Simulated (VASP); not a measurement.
Crystal: HfSbAu4.

```
CELL_PARAMETERS angstrom
0.00000 4.01599 4.01599
4.01599 0.00000 4.01599
4.01599 4.01599 0.00000
ATOMIC_POSITIONS crystal
Hf 0.50000 0.50000 0.50000
Sb 0.75000 0.75000 0.75000
Au 0.12912 0.12912 0.12912
Au 0.12912 0.12912 0.61263
Au 0.12912 0.61263 0.12912
Au 0.61263 0.12912 0.12912
```

```yaml
Program: VASP 6.6.1
Task: relaxation of cell and atoms
Functional: PBE
Potentials_or_basis: VASP PAW PBE potentials, release 64 (Hf_pv, Sb, Au)
Cutoff: 600 eV
k_mesh: 4 × 4 × 4
Occupations: gaussian, width 0.1 eV
Spin: no spin polarisation
```

At the start: pressure -6.3 GPa; volume 21.59 Å³/atom.

Task: Where does the relaxation end?

Result: Over 7 steps the energy falls by 54.1 meV/atom and the volume is 20.22 Å³/atom (-6.4 %); space group F-43m (No. 216, to 0.05 Å).

The path:
| step | energy change (eV) | largest force (eV/Å) | pressure (GPa) | volume (Å³) |
| --- | --- | --- | --- | --- |
| 1 | 0.0000 | 1.2502 | -6.26 | 129.54 |
| 2 | -0.1556 | 0.3485 | 8.29 | 114.35 |
| 3 | -0.3063 | 0.5211 | 1.18 | 120.06 |
| 4 | -0.3064 | 0.4989 | 1.38 | 119.88 |
| 5 | -0.3128 | 0.4396 | -0.40 | 121.48 |
| 6 | -0.3246 | 0.0302 | 0.32 | 120.75 |
| 7 | -0.3247 | 0.0263 | -0.27 | 121.31 |

Final structure:
```yaml
crystal:
  lattice:
    - [0.00000, 3.92911, 3.92911]
    - [3.92911, 0.00000, 3.92911]
    - [3.92911, 3.92911, 0.00000]
  atoms:
    - { symbol: Hf, position: [0.50000, 0.50000, 0.50000] }
    - { symbol: Sb, position: [0.75000, 0.75000, 0.75000] }
    - { symbol: Au, position: [0.12551, 0.12551, 0.12551] }
    - { symbol: Au, position: [0.12551, 0.12551, 0.62348] }
    - { symbol: Au, position: [0.12551, 0.62348, 0.12551] }
    - { symbol: Au, position: [0.62348, 0.12551, 0.12551] }
```
